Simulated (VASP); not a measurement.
# AlN (P1) in VASP: further runs, part 3 of 3

VASP 6.6.1.

### 4 Single point, PBE

Contents of INCAR:

```
PREC = Accurate
ENCUT = 520
EDIFF = 1E-6
ISMEAR = 0
SIGMA = 0.05
LREAL = False
LASPH = True
NELM = 100
ALGO = Normal
ISIF = 2
LWAVE = False
LCHARG = False
GGA = PE
NBANDS = 36
```

Contents of KPOINTS:

```
regular mesh
0
Gamma
  8 8 2
```

Contents of POSCAR:

```
AlN
1.0
    2.2015871003     -2.2015871003      0.0000000000
    2.2015871003      0.0000000000     -2.2015871003
    9.2466658213      8.3660309811      8.8063484012
Al N
6 6
Direct
    0.9208400000      0.0000000000      0.3958000000
    0.2875066667      0.3333333333      0.2291333333
    0.5541733333      0.6666666667      0.5624666667
    0.8208400000      1.0000000000      0.8958000000
    0.1875066667      0.3333333333      0.7291333333
    0.6541733333      0.6666666667      0.0624666667
    0.5791733333      0.6666666667      0.4374666667
    0.9458400000      0.0000000000      0.2708000000
    0.2125066667      0.3333333333      0.6041333333
    0.4791733333      0.6666666667      0.9374666667
   -0.1541600000      0.0000000000      0.7708000000
    0.3125066667      0.3333333333      0.1041333333
```

Potentials or basis: VASP PAW PBE potentials, release 64 (Al, N).

The run is started by

```
> cat potpaw_PBE.64/Al/POTCAR potpaw_PBE.64/N/POTCAR > POTCAR
> mpirun -np 1 vasp_std > vasp.out
```

OUTCAR:

```text
PREC = Accurate
   ENCUT = 520
   EDIFF = 1E-6
   ISMEAR = 0
   LREAL = False
   LASPH = True
   NELM = 100
   ISIF = 2
   GGA = PE

 ion  position               nearest neighbor table
   1  0.921  0.000  0.396-   8 1.91   7 1.91   7 1.91   7 1.91   3 3.11   2 3.11   3 3.11   2 3.11
                             3 3.11   2 3.11
   2  0.288  0.333  0.229-  12 1.91   8 1.91   8 1.91   8 1.91   6 3.11   6 3.11   6 3.11   1 3.11
                             1 3.11   1 3.11
   3  0.554  0.667  0.562-   9 1.91   9 1.91   9 1.91   7 1.91   5 3.11   5 3.11   5 3.11   1 3.11
                             1 3.11   1 3.11
   4  0.821  0.000  0.896-  11 1.91  10 1.91  10 1.91  10 1.91   6 2.85   5 3.11   5 3.11   5 3.11
                             6 3.18
   5  0.188  0.333  0.729-   9 1.91  11 1.91  11 1.91  11 1.91   3 3.11   3 3.11   3 3.11   4 3.11
                             4 3.11   4 3.11
   6  0.654  0.667  0.062-  12 1.91  12 1.91  12 1.91  10 2.01   4 2.85   2 3.11   2 3.11   2 3.11
                             4 3.18
   7  0.579  0.667  0.437-   3 1.91   1 1.91   1 1.91   1 1.91
   8  0.946  0.000  0.271-   1 1.91   2 1.91   2 1.91   2 1.91
   9  0.213  0.333  0.604-   3 1.91   3 1.91   3 1.91   5 1.91
  10  0.479  0.667  0.937-   4 1.91   4 1.91   4 1.91   6 2.01
  11  0.846  0.000  0.771-   4 1.91   5 1.91   5 1.91   5 1.91
  12  0.313  0.333  0.104-   6 1.91   6 1.91   6 1.91   2 1.91

  LATTYP: Found a base centered monoclinic cell.
 ALAT       =     3.1135143360
 B/A-ratio  =     1.7320508076
 C/A-ratio  =     4.9030602689
 COS(beta)  =    -0.0407908508

  Lattice vectors:

 A1 = (   0.0000000000,   2.2015871003,  -2.2015871003)
 A2 = (  -2.2015871003,   0.0000000000,   2.2015871003)
 A3 = (   9.2466658213,   8.3660309811,   8.8063484012)

Analysis of symmetry for initial positions (statically):
=====================================================================
 Subroutine PRICEL returns:
 Original cell was already a primitive cell.

 Routine SETGRP: Setting up the symmetry group for a
 base centered monoclinic supercell.

 Subroutine GETGRP returns: Found  1 space group operations
[... 170 lines left out ...]
  energy-cutoff  :      520.00
  volume of cell :      128.05
 maximum number of plane-waves:      3472
   NGX = 11   NGY = 11   NGZ = 57

 number of electron      48.0000001 magnetization

 Free energy of the ion-electron system (eV)
  ---------------------------------------------------
  ext. energy  EPLUGINS =         0.00000000
  ---------------------------------------------------
  free energy    TOTEN  =       -88.68703518 eV

  energy without entropy =      -88.68703518  energy(sigma->0) =      -88.68703518

 E-fermi :   6.2318     XC(G=0): -10.8378

 val. band max:        6.0071343753   @ k =   0.0000   0.0000   0.0000
 cond. band min:       8.9949558568   @ k =   0.5000   0.0000  -0.0000
 fundamental gap:      2.9878214815
 Fermi energy:         6.2317830817

 k-point     1 :       0.0000    0.0000    0.0000
  band No.  band energies     occupation
      1      -9.0865      2.00000
      2      -8.7090      2.00000
      3      -8.6784      2.00000
      4      -7.7536      2.00000
      5      -7.7180      2.00000
      6      -7.0901      2.00000
[... 925 lines left out ...]
     35      15.8988      0.00000
     36      16.1072      0.00000

 [... further k-points ...]

------------------------ aborting loop because EDIFF is reached ----------------------------------------

  FORCE on cell =-STRESS in cart. coord.  units (eV):
  Direction    XX          YY          ZZ          XY          YZ          ZX
  --------------------------------------------------------------------------------------
  -------------------------------------------------------------------------------------
  Total       -2.9499690      0.3656324      0.7677021      0.3490636      1.9661634     -1.3972724
  in kB      -36.9095856      4.5747394      9.6053783      4.3674336     24.6003526    -17.4824707
  external PRESSURE =      -7.5764893 kB  Pullay stress =       0.0000000 kB

 VOLUME and BASIS-vectors are now :
 -----------------------------------------------------------------------------
  energy-cutoff  :      520.00
  volume of cell :      128.05
      direct lattice vectors                 reciprocal lattice vectors
     2.201587100 -2.201587100  0.000000000     0.143835630 -0.310382148  0.143835630
     2.201587100  0.000000000 -2.201587100     0.151405926  0.151405926 -0.302811852
     9.246665821  8.366030981  8.806348401     0.037851481  0.037851481  0.037851481

 POSITION                                       TOTAL-FORCE (eV/Angst)
 -----------------------------------------------------------------------------------
      5.68714      1.28397      3.48555         0.013243      0.018008      0.015911
      3.48555      1.28397      1.28397         0.003517      0.042423      0.055533
      7.88873      3.48555      3.48555         0.015245      0.016036      0.015643
     10.09031      5.68714      7.88873        -0.034551     -0.182185     -0.297575
      7.88873      5.68714      5.68714         0.010920      0.022535      0.018815
      3.48555     -0.91762     -0.91762        -0.929480      0.487754     -0.099016
      6.78793      2.38476      2.38476        -0.015877     -0.015237     -0.014860
      4.58635      0.18317      2.38476        -0.025742     -0.003126     -0.013178
      6.78793      4.58635      4.58635        -0.012324     -0.018750     -0.015813
     11.19111      6.78793      6.78793         1.063260     -0.411548      0.094012
      8.98952      4.58635      6.78793         0.015683     -0.061506     -0.018310
      2.38476      0.18317      0.18317        -0.103894      0.105598      0.258837
 -----------------------------------------------------------------------------------
    total drift:                               -0.001057      0.000770     -0.001544

  FREE ENERGIE OF THE ION-ELECTRON SYSTEM (eV)
  ---------------------------------------------------
  free  energy   TOTEN  =       -88.6870351792 eV

  energy  without entropy=      -88.6870351792  energy(sigma->0) =      -88.68703518
```

OSZICAR:

```text
N       E                     dE             d eps       ncg     rms          rms(c)
DAV:   1     0.178666357868E+03    0.17867E+03   -0.22178E+04  4896   0.120E+03
DAV:   2    -0.858907811836E+02   -0.26456E+03   -0.24954E+03  6364   0.242E+02
DAV:   3    -0.102471285739E+03   -0.16581E+02   -0.16476E+02  6264   0.634E+01
DAV:   4    -0.102648405130E+03   -0.17712E+00   -0.17693E+00  6124   0.742E+00
DAV:   5    -0.102651080291E+03   -0.26752E-02   -0.26744E-02  6088   0.910E-01    0.208E+01
DAV:   6    -0.886735231273E+02    0.13978E+02   -0.51921E+01  5936   0.314E+01    0.724E+00
DAV:   7    -0.887333838037E+02   -0.59861E-01   -0.17959E+00  5568   0.611E+00    0.506E+00
DAV:   8    -0.886935263786E+02    0.39857E-01   -0.17465E-01  5772   0.258E+00    0.746E-01
DAV:   9    -0.886856083120E+02    0.79181E-02   -0.35833E-02  6356   0.836E-01    0.370E-01
DAV:  10    -0.886873151803E+02   -0.17069E-02   -0.76966E-03  5988   0.393E-01    0.195E-01
DAV:  11    -0.886870265397E+02    0.28864E-03   -0.10882E-03  5988   0.166E-01    0.445E-02
DAV:  12    -0.886870344931E+02   -0.79534E-05   -0.91004E-05  5828   0.514E-02    0.205E-02
DAV:  13    -0.886870351792E+02   -0.68615E-06   -0.36159E-06  5916   0.133E-02
   1 F= -.88687035E+02 E0= -.88687035E+02  d E =-.376846E-12
```

stdout:

```text
POSCAR found type information on POSCAR AlN
 POSCAR found :  2 types and      12 ions
 scaLAPACK will be used
 LDA part: xc-table for (Slater+PW92), standard interpolation
 POSCAR, INCAR and KPOINTS ok, starting setup
 FFT: planning ... GRIDC
 FFT: planning ... GRID_SOFT
 FFT: planning ... GRID
 WAVECAR not read
 entering main loop
```

Run time: 6 min. Hardware: 1 thread of Oxide Virtual Turin-like, shared host; peak memory 0.35 GiB.

Results:

```
Free energy            : -88.6870 eV
Pressure               : -0.8 GPa
Largest force          : 1.144 eV/Å
Band gap on the k mesh : 2.99 eV, indirect (least direct gap 3.38 eV)
```

Forces on the atoms (eV/Å):
```
Al   0.013  0.018  0.016
Al   0.004  0.042  0.056
Al   0.015  0.016  0.016
Al  -0.035 -0.182 -0.298
Al   0.011  0.023  0.019
Al  -0.929  0.488 -0.099
N   -0.016 -0.015 -0.015
N   -0.026 -0.003 -0.013
N   -0.012 -0.019 -0.016
N    1.063 -0.412  0.094
N    0.016 -0.062 -0.018
N   -0.104  0.106  0.259
```

Caveat: forces of over 1 eV/Å act on the atoms, so gaps and moduli don't describe the material at rest.

### 5 Single point, PBE

Contents of INCAR:

```
SYSTEM = AlN
ALGO = Normal ; EDIFF = 1E-6
ENCUT = 520 ; GGA = PE
ISIF = 2 ; ISMEAR = 0
LASPH = .True. ; LCHARG = .False.
LREAL = .False. ; LWAVE = .False.
NBANDS = 36 ; NELM = 100
PREC = Accurate ; SIGMA = 0.05
```

Contents of KPOINTS:

```
k-points
0
Gamma
  8 8 2
  0 0 0
```

Contents of POSCAR:

```
AlN
1.0
    2.2015871003     -2.2015871003      0.0000000000
    2.2015871003      0.0000000000     -2.2015871003
    9.6869832413      7.9257135611      8.8063484012
Al N
6 6
Direct
    0.8416800000      0.0000000000      0.3958000000
    0.2416800000      0.3333333333      0.2291333333
    0.4416800000      0.6666666667      0.5624666667
    0.6416800000      1.0000000000      0.8958000000
    0.0416800000      0.3333333333      0.7291333333
    0.6416800000      0.6666666667      0.0624666667
    0.4916800000      0.6666666667      0.4374666667
    0.8916800000      0.0000000000      0.2708000000
    0.0916800000      0.3333333333      0.6041333333
    0.2916800000      0.6666666667      0.9374666667
   -0.3083200000      0.0000000000      0.7708000000
    0.2916800000      0.3333333333      0.1041333333
```

Potentials or basis: VASP PAW PBE potentials, release 64 (Al, N).

The run is started by

```
> cat potpaw_PBE.64/Al/POTCAR potpaw_PBE.64/N/POTCAR > POTCAR
> mpirun -np 1 vasp_std > vasp.out
```

OUTCAR:

```text
SYSTEM = AlN
   EDIFF = 1E-6
   ENCUT = 520
   GGA = PE
   ISIF = 2
   ISMEAR = 0
   LASPH = .True.
   LREAL = .False.
   NELM = 100
   PREC = Accurate

 ion  position               nearest neighbor table
   1  0.842  0.000  0.396-   8 1.91   7 1.91   7 1.91   7 1.91   3 3.11   2 3.11   3 3.11   2 3.11
                             3 3.11   2 3.11
   2  0.242  0.333  0.229-  12 1.91   8 1.91   8 1.91   8 1.91   6 3.11   6 3.11   6 3.11   1 3.11
                             1 3.11   1 3.11
   3  0.442  0.667  0.562-   9 1.91   9 1.91   9 1.91   7 1.91   5 3.11   5 3.11   5 3.11   1 3.11
[... 1176 lines left out ...]
 -----------------------------------------------------------------------------
  energy-cutoff  :      520.00
  volume of cell :      128.05
      direct lattice vectors                 reciprocal lattice vectors
     2.201587100 -2.201587100  0.000000000     0.136265333 -0.317952444  0.136265333
     2.201587100  0.000000000 -2.201587100     0.151405926  0.151405926 -0.302811852
     9.686983241  7.925713561  8.806348401     0.037851481  0.037851481  0.037851481

 POSITION                                       TOTAL-FORCE (eV/Angst)
 -----------------------------------------------------------------------------------
      5.68714      1.28397      3.48555         0.031190      0.034633      0.034033
      3.48555      1.28397      1.28397         0.040943      0.067968      0.152948
      7.88873      3.48555      3.48555         0.033208      0.033735      0.033725
     10.09031      5.68714      7.88873        -0.211757     -0.290128     -0.723266
      7.88873      5.68714      5.68714         0.032817      0.041350      0.044529
      3.48555     -0.91762     -0.91762        -0.780220      0.293122      0.041185
      6.78793      2.38476      2.38476        -0.033471     -0.032980     -0.031283
      4.58635      0.18317      2.38476        -0.037946     -0.021118     -0.028064
      6.78793      4.58635      4.58635        -0.030630     -0.035537     -0.034384
     11.19111      6.78793      6.78793         1.054380     -0.092116     -0.184335
      8.98952      4.58635      6.78793        -0.026015     -0.087549     -0.039347
      2.38476      0.18317      0.18317        -0.072499      0.088621      0.734260
 -----------------------------------------------------------------------------------
    total drift:                                0.000136     -0.000110     -0.001092

  FREE ENERGIE OF THE ION-ELECTRON SYSTEM (eV)
  ---------------------------------------------------
  free  energy   TOTEN  =       -87.9080951617 eV

  energy  without entropy=      -87.9080951617  energy(sigma->0) =      -87.90809516
```

stdout:

```text
POSCAR found type information on POSCAR AlN
 POSCAR found :  2 types and      12 ions
 scaLAPACK will be used
 LDA part: xc-table for (Slater+PW92), standard interpolation
 POSCAR, INCAR and KPOINTS ok, starting setup
 FFT: planning ... GRIDC
 FFT: planning ... GRID_SOFT
 FFT: planning ... GRID
 WAVECAR not read
 entering main loop
```

Run time: 7.5 min. Hardware: 1 thread of Oxide Virtual Turin-like, shared host; peak memory 0.34 GiB.

Results:

| Item | Value |
| --- | --- |
| Free energy | -87.9081 eV |
| Pressure | -1.3 GPa |
| Largest force | 1.074 eV/Å |
| Band gap on the k mesh | 2.97 eV, indirect (least direct gap 3.19 eV) |

Forces in eV/Å, atoms in the order of the input:
```
Al   0.031  0.035  0.034
Al   0.041  0.068  0.153
Al   0.033  0.034  0.034
Al  -0.212 -0.290 -0.723
Al   0.033  0.041  0.045
Al  -0.780  0.293  0.041
N   -0.033 -0.033 -0.031
N   -0.038 -0.021 -0.028
N   -0.031 -0.036 -0.034
N    1.054 -0.092 -0.184
N   -0.026 -0.088 -0.039
N   -0.072  0.089  0.734
```

Stress tensor (GPa, compression positive):
```
-5.36  1.98 -0.08
 1.98 -2.12  2.96
-0.08  2.96  3.53
```

Caveat: forces of over 1 eV/Å act on the atoms, so gaps and moduli don't describe the material at rest. A k mesh can miss the band edges.

### 6 The runs side by side

| cell | gap on the mesh (eV) | pressure (GPa) | largest force (eV/Å) |
| --- | --- | --- | --- |
| a = 3.114, b = 3.114, c = 15.256 Å, angles 89.4, 88.8, 60.0°, 12 atoms | 3.15 | -0.4 | 0.58 |
| a = 3.114, b = 3.114, c = 15.282 Å, angles 88.2, 86.5, 60.0°, 12 atoms | 2.90 | -1.1 | 1.36 |
| a = 3.114, b = 3.114, c = 15.266 Å, angles 88.8, 87.7, 60.0°, 12 atoms | 2.99 | -0.8 | 1.14 |
| a = 3.114, b = 3.114, c = 15.304 Å, angles 87.7, 85.3, 60.0°, 12 atoms | 2.97 | -1.3 | 1.07 |

Alike in all rows: task single point; level PBE; potentials or basis VASP PAW PBE potentials, release 64 (Al, N); no spin polarisation; k mesh 8 × 8 × 2; cutoff (eV) 520; smearing gaussian 0.05 eV.

Caveats: forces of over 1 eV/Å act on the atoms, so gaps and moduli don't describe the material at rest (some runs).

Total energies depend on the potentials used, so only differences within one code and one set of settings carry meaning.
